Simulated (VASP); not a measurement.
# Co (P3_121) in VASP: relaxation of cell and atoms with PBE

Aim: the relaxation of cell and atoms of Co with PBE.

Program: VASP 6.6.1. These are calculated values, not measurements. Logs are shortened: lines on timing, memory, paths and dates and some standing lists are left out, and cuts for length are marked.

**1. The cell of the first run**

The structure is trigonal, space group P3_121 (No. 152). The conventional cell has a = 3.232 Å, b = 3.232 Å, c = 3.667 Å, α = 90.00°, β = 90.00°, γ = 120.00°. Within 2.3 Å of Co (site symmetry 2) lie 2 Co at 1.76 Å.

**2. Relaxation of cell and atoms, PBE, collinear spin, ferromagnetic start**

Contents of INCAR:

```
PREC     = Accurate       # precision mode
ENCUT    = 690            # plane-wave cutoff, eV
EDIFF    = 1E-7           # SCF threshold, eV
ISMEAR   = 0              # smearing method
SIGMA    = 0.1            # smearing width, eV
LREAL    = False          # projectors in reciprocal space
LASPH    = True           # aspherical terms in the spheres
NELM     = 200            # most SCF steps
ALGO     = Normal         # electronic algorithm
ISIF     = 3              # what is computed and relaxed
LWAVE    = False          # write WAVECAR
LCHARG   = False          # write CHGCAR
ISPIN    = 2              # spin polarisation
MAGMOM   = 0.16 0.16 0.16 # initial moments
LORBIT   = 11             # projections on sites
LMAXMIX  = 4              # l up to which the mixer works
GGA      = PE             # functional
IBRION   = 2              # ionic algorithm
NSW      = 90             # ionic steps
EDIFFG   = -0.04          # ionic threshold
GGA_COMPAT= False        
NELMIN   = 4
```

Contents of KPOINTS:

```
Automatic mesh
0
Gamma
  6 6 6
```

Contents of POSCAR:

```
Co
1.0
    3.2321793139      0.0000000000      0.0000000000
   -1.6160896570      2.7991493955      0.0000000000
    0.0000000000      0.0000000000      3.6670156285
Co
3
Direct
    0.2254000000      0.0000000000      0.3333333333
    0.0000000000      0.2254000000      0.6666666667
    0.7746000000      0.7746000000      0.0000000000
```

Potentials or basis: VASP PAW PBE potentials, release 64 (Co_sv).

Started as:

```console
$ cat potpaw_PBE.64/Co_sv/POTCAR > POTCAR
$ mpirun -np 1 vasp_std > vasp.out
```

OUTCAR:

```text
PREC = Accurate
   ENCUT = 690
   EDIFF = 1E-7
   ISMEAR = 0
   LREAL = False
   LASPH = True
   NELM = 200
   ISIF = 3
   ISPIN = 2
   LORBIT = 11
   GGA = PE
   IBRION = 2
   NSW = 90
   EDIFFG = -0.04
   NELMIN = 4

 ion  position               nearest neighbor table
   1  0.225  0.000  0.333-   3 1.76   2 1.76
   2  0.000  0.225  0.667-   3 1.76   1 1.76
   3  0.775  0.775  0.000-   1 1.76   2 1.76

  LATTYP: Found a hexagonal cell.
 ALAT       =     3.2321793139
 C/A-ratio  =     1.1345334749

  Lattice vectors:

 A1 = (   3.2321793139,   0.0000000000,   0.0000000000)
 A2 = (  -1.6160896570,   2.7991493955,   0.0000000000)
 A3 = (   0.0000000000,   0.0000000000,   3.6670156285)

Analysis of symmetry for initial positions (statically):
=====================================================================
 Subroutine PRICEL returns:
 Original cell was already a primitive cell.

 Routine SETGRP: Setting up the symmetry group for a
 hexagonal supercell.

 Subroutine GETGRP returns: Found  6 space group operations
 (whereof  2 operations were pure point group operations)
 out of a pool of 24 trial point group operations.

The static configuration has the point symmetry C_2 .
 The point group associated with its full space group is D_3 .

Analysis of symmetry for dynamics (positions and initial velocities):
=====================================================================
 Subroutine PRICEL returns:
 Original cell was already a primitive cell.

 Routine SETGRP: Setting up the symmetry group for a
 hexagonal supercell.

 Subroutine GETGRP returns: Found  6 space group operations
 (whereof  2 operations were pure point group operations)
 out of a pool of 24 trial point group operations.

The dynamic configuration has the point symmetry C_2 .
 The point group associated with its full space group is D_3 .

Analysis of structural, dynamic, and magnetic symmetry:
=====================================================================
 Subroutine PRICEL returns:
 Original cell was already a primitive cell.

 Routine SETGRP: Setting up the symmetry group for a
 hexagonal supercell.

 Subroutine GETGRP returns: Found  6 space group operations
 (whereof  2 operations were pure point group operations)
 out of a pool of 24 trial point group operations.

The overall configuration has the point symmetry C_2 .
 The point group associated with its full space group is D_3 .

 Subroutine INISYM returns: Found  6 space group operations
 (whereof  2 operations are pure point group operations),
 and found     1 'primitive' translations

----------------------------------------------------------------------------------------

                                     Primitive cell

  volume of cell :      33.1768

  direct lattice vectors                    reciprocal lattice vectors
     3.232179314  0.000000000  0.000000000     0.309388775  0.178625693  0.000000000
    -1.616089657  2.799149396  0.000000000     0.000000000  0.357251386  0.000000000
     0.000000000  0.000000000  3.667015629     0.000000000  0.000000000  0.272701319

  length of vectors
     3.232179314  3.232179314  3.667015629     0.357251386  0.357251386  0.272701319

  position of ions in fractional coordinates (direct lattice)
     0.225400000  0.000000000  0.333333333
     0.000000000  0.225400000  0.666666667
     0.774600000  0.774600000  0.000000000

  ion indices of the primitive-cell ions
   primitive index   ion index
                 1           1
                 2           2
                 3           3

----------------------------------------------------------------------------------------

 KPOINTS: Automatic mesh

Automatic generation of k-mesh.
 Grid dimensions read from file:
 generate k-points for:    6    6    6

 Generating k-lattice:

  Cartesian coordinates                     Fractional coordinates (reciprocal lattice)
     0.051564796  0.029770949  0.000000000     0.166666667  0.000000000  0.000000000
     0.000000000  0.059541898  0.000000000     0.000000000  0.166666667  0.000000000
     0.000000000  0.000000000  0.045450220     0.000000000  0.000000000  0.166666667

  Length of vectors
     0.059541898  0.059541898  0.045450220

  Shift w.r.t. Gamma in fractional coordinates (k-lattice)
     0.000000000  0.000000000  0.000000000

 Subroutine IBZKPT returns following result:
 ===========================================

 Found     34 irreducible k-points:

 Following reciprocal coordinates:
            Coordinates               Weight
  0.000000  0.000000  0.000000      1.000000
  0.166667  0.000000  0.000000      6.000000
  0.333333  0.000000  0.000000      6.000000
  0.500000  0.000000  0.000000      3.000000
  0.166667  0.166667  0.000000      6.000000
  0.333333  0.166667  0.000000     12.000000
[... 16 lines left out ...]
  0.500000  0.000000  0.333333      6.000000
  0.166667  0.166667  0.333333     12.000000
 [... further k-points ...]
   k-points           NKPTS =     34   k-points in BZ     NKDIM =     34   number of bands    NBANDS=     30
   number of dos      NEDOS =    301   number of ions     NIONS =      3
   total plane-waves  NPLWV =  25088
   dimension x,y,z NGX =    28 NGY =   28 NGZ =   32
   dimension x,y,z NGXF=    56 NGYF=   56 NGZF=   64
   ions per type =               3
   NGX,Y,Z   is equivalent  to a cutoff of  14.40, 14.40, 14.51 a.u.
   NGXF,Y,Z  is equivalent  to a cutoff of  28.80, 28.80, 29.01 a.u.
 SYSTEM =  unknown system
   PREC   = accura    normal or accurate (medium, high low for compatibility)
   ISTART =      0    job   : 0-new  1-cont  2-samecut
   ICHARG =      2    charge: 1-file 2-atom 10-const
   ISPIN  =      2    spin polarized calculation?
   LNONCOLLINEAR =      F non collinear calculations
   LSORBIT =      F    spin-orbit coupling
   LASPH  =      T    aspherical Exc in radial PAW
   ENCUT  =  690.0 eV  50.71 Ry    7.12 a.u.   6.92  6.92  7.85*2*pi/ulx,y,z
   NELM   =    200;   NELMIN=  4; NELMDL= -5     # of ELM steps
   EDIFF  = 0.1E-06   stopping-criterion for ELM
   LREAL  =      F    real-space projection
   EDIFFG = -.4E-01   stopping-criterion for IOM
   NSW    =     90    number of steps for IOM
   IBRION =      2    ionic relax: 0-MD 1-quasi-New 2-CG
   NFREE  =      1    steps in history (QN), initial steepest desc. (CG)
   ISIF   =      3    stress and relaxation
   ISYM   =      2    0-nonsym 1-usesym 2-fastsym
   POTIM  = 0.5000    time-step for ionic-motion
   TEBEG  =    0.0;   TEEND  =   0.0 temperature during run
   PSTRESS=    0.0 pullay stress
   NELECT =      51.0000    total number of electrons
   NUPDOWN=      -1.0000    fix difference up-down
   EMIN   =  10.00;   EMAX   =-10.00  energy-range for DOS
   EFERMI =   0.00;   METHOD = LEGACY
   ISMEAR =     0;   SIGMA  =   0.10  broadening in eV -4-tet -1-fermi 0-gaus
   EFERMI_NEDOS =   21; number of points for ismear=-14 and -15
   IALGO  =     38    algorithm
   IMIX   =      4    mixing-type and parameters
     AMIX     =   0.40;   BMIX     =  1.00
     AMIX_MAG =   1.60;   BMIX_MAG =  1.00
  volume/ion in A,a.u.               =      11.06        74.63
  Fermi-wavevector in a.u.,A,eV,Ry     =   1.889384  3.570417 48.569672  3.569770
  Thomas-Fermi vector in A             =   2.930987
   LORBIT       =     11    0 simple, 1 ext, 2 COOP (PROOUT), +10 PAW based schemes
   GGA     = PE    functional components
   LHFCALC =     F    Hartree Fock is set to
   AEXX    =    0.0000 exact exchange contribution
   IVDW    =     0    specifies the selected vdW correction
   LEPSILON=     F    determine dielectric tensor
   LRPA    =     F    only Hartree local field effects (RPA)
 conjugate gradient relaxation of ions
 spin polarized calculation
 Gauss-broadening in eV      SIGMA  =   0.10
  energy-cutoff  :      690.00
  volume of cell :       33.18
 maximum number of plane-waves:      1383
   NGX = 13   NGY = 13   NGZ = 15

--------------------------------------- Ionic step        1  -------------------------------------------

 number of electron      50.9999994 magnetization       0.4154739

 Free energy of the ion-electron system (eV)
  ---------------------------------------------------
  ext. energy  EPLUGINS =         0.00000000
  ---------------------------------------------------
  free energy    TOTEN  =       -13.84074090 eV

  energy without entropy =      -13.81493689  energy(sigma->0) =      -13.82783890

------------------------ aborting loop because EDIFF is reached ----------------------------------------

  FORCE on cell =-STRESS in cart. coord.  units (eV):
  Direction    XX          YY          ZZ          XY          YZ          ZX
  --------------------------------------------------------------------------------------
  -------------------------------------------------------------------------------------
  Total       10.8220469     10.8220469     26.1842868     -0.0000000      0.0000000      0.0000000
  in kB      522.6196203    522.6196203   1264.4947942     -0.0000000      0.0000000      0.0000000
  external PRESSURE =     769.9113449 kB  Pullay stress =       0.0000000 kB
[... 3293 lines left out ...]
     29      10.0907      0.00000
     30      14.5005      0.00000

 [... further k-points ...]

[... ionic steps 4 to 39 ...]

--------------------------------------- Ionic step       40  -------------------------------------------

 number of electron      51.0000003 magnetization      -0.0015961

 number of electron      51.0000003 magnetization       0.0001454

------------------------ aborting loop because EDIFF is reached ----------------------------------------

  FORCE on cell =-STRESS in cart. coord.  units (eV):
  Direction    XX          YY          ZZ          XY          YZ          ZX
  --------------------------------------------------------------------------------------
  -------------------------------------------------------------------------------------
  Total       -0.3444878     -0.3444878      0.1246006      0.0000000      0.0000000     -0.0000000
  in kB      -17.4909258    -17.4909258      6.3264371      0.0000000      0.0000000     -0.0000000
  external PRESSURE =      -9.5518049 kB  Pullay stress =       0.0000000 kB
[... 61 lines left out ...]
--------------------------------------- Ionic step       42  -------------------------------------------

 number of electron      51.0000002 magnetization      -0.0038773

 number of electron      51.0000002 magnetization       0.0004748

 Free energy of the ion-electron system (eV)
  ---------------------------------------------------
  ext. energy  EPLUGINS =         0.00000000
  ---------------------------------------------------
  free energy    TOTEN  =       -19.87104012 eV

  energy without entropy =      -19.80167563  energy(sigma->0) =      -19.83635788

 E-fermi :  12.4297     XC(G=0): -14.1218

 val. band max:       12.4277813859   @ k =   0.3333   0.0000   0.1667
 cond. band min:      12.4334841022   @ k =   0.1667   0.1667   0.3333
 fundamental gap:      0.0057027163
 Fermi energy:        12.4297454690

 spin component 1

 k-point     1 :       0.0000    0.0000    0.0000
  band No.  band energies     occupation
      1     -82.5081      1.00000
      2     -82.4264      1.00000
      3     -82.4264      1.00000
      4     -45.8342      1.00000
      5     -45.8314      1.00000
      6     -45.8314      1.00000
[... 1609 lines left out ...]
  FREE ENERGIE OF THE ION-ELECTRON SYSTEM (eV)
  ---------------------------------------------------
  free  energy   TOTEN  =       -19.8710401220 eV

  energy  without entropy=      -19.8016756342  energy(sigma->0) =      -19.83635788

 reached required accuracy - stopping structural energy minimisation

 total charge

# of ion       s       p       d       tot
------------------------------------------
    1        2.246   6.120   6.728  15.094
    2        2.246   6.120   6.728  15.094
    3        2.246   6.120   6.728  15.094
--------------------------------------------------
tot          6.738  18.360  20.184  45.282

 magnetization (x)

# of ion       s       p       d       tot
------------------------------------------
    1       -0.000   0.000   0.000   0.000
    2       -0.000   0.000   0.000   0.000
    3       -0.000   0.000   0.000   0.000
--------------------------------------------------
tot         -0.000   0.000   0.001   0.001
```

Run time: 42 min. Hardware: 1 thread of Intel Xeon 6975P-C (Granite Rapids), shared host; peak memory 0.24 GiB.

Results:

| Item | Value |
| --- | --- |
| Free energy | -19.8710 eV |
| Relaxed volume | 10.48 Å³/atom |
| Relaxed cell | a = 3.889 Å, b = 3.889 Å, c = 2.401 Å, α = 90.00°, β = 90.00°, γ = 120.00° |
| Space group after relaxing (to 0.1 Å) | Im-3m (No. 229) |
| Pressure after relaxing | -0.1 GPa |
| Largest force after relaxing | 0.010 eV/Å |
| Net moment | 0.00 μB per cell |
| Valence electrons inside the program's atomic spheres | Co 15.09 |

Forces on the atoms (eV/Å):
```
Co  -0.010  0.000  0.000
Co   0.005 -0.009  0.000
Co   0.005  0.009  0.000
```

Final structure:
```
Co
1.0
     3.88882    0.00000    0.00000
    -1.94441    3.36782    0.00000
     0.00000    0.00000    2.40137
Co
3
Direct
  0.33375 0.00000 0.33333
  0.00000 0.33375 0.66667
  0.66625 0.66625 0.00000
```

Levels at points of the mesh, in eV from the Fermi level:
Spin up:
```
           k point  band 22  band 23  band 24  band 25  band 26  band 27  band 28  band 29  band 30
(0.00, 0.00, 0.00)    -1.78    -0.27    -0.27    -0.11    -0.11    -0.11    -0.11     7.18     7.19
(0.50, 0.00, 0.00)    -0.66    -0.31    -0.14    -0.14    -0.08     0.08     0.08     0.36     0.94
(0.00, 0.00, 0.50)    -0.14    -0.14    -0.14     0.63     0.67     0.67     2.38     2.38    10.24
(0.50, 0.00, 0.50)    -0.48    -0.30    -0.04     0.26     0.34     0.34     0.93     4.35     4.36
```
Spin down:
```tsv
k point	band 22	band 23	band 24	band 25	band 26	band 27	band 28	band 29	band 30
(0.00, 0.00, 0.00)	-1.78	-0.27	-0.27	-0.11	-0.11	-0.11	-0.11	7.18	7.19
(0.50, 0.00, 0.00)	-0.66	-0.31	-0.14	-0.14	-0.08	0.08	0.08	0.36	0.94
(0.00, 0.00, 0.50)	-0.14	-0.14	-0.14	0.63	0.67	0.67	2.38	2.38	10.24
(0.50, 0.00, 0.50)	-0.48	-0.30	-0.04	0.26	0.34	0.34	0.93	4.35	4.36
```

Caveat: the k points lie up to 0.44 Å⁻¹ apart in the final cell; the highest band is partly filled, so the run has too few bands; a cell axis changed by over 15 % at a fixed basis, so the end point is rough.
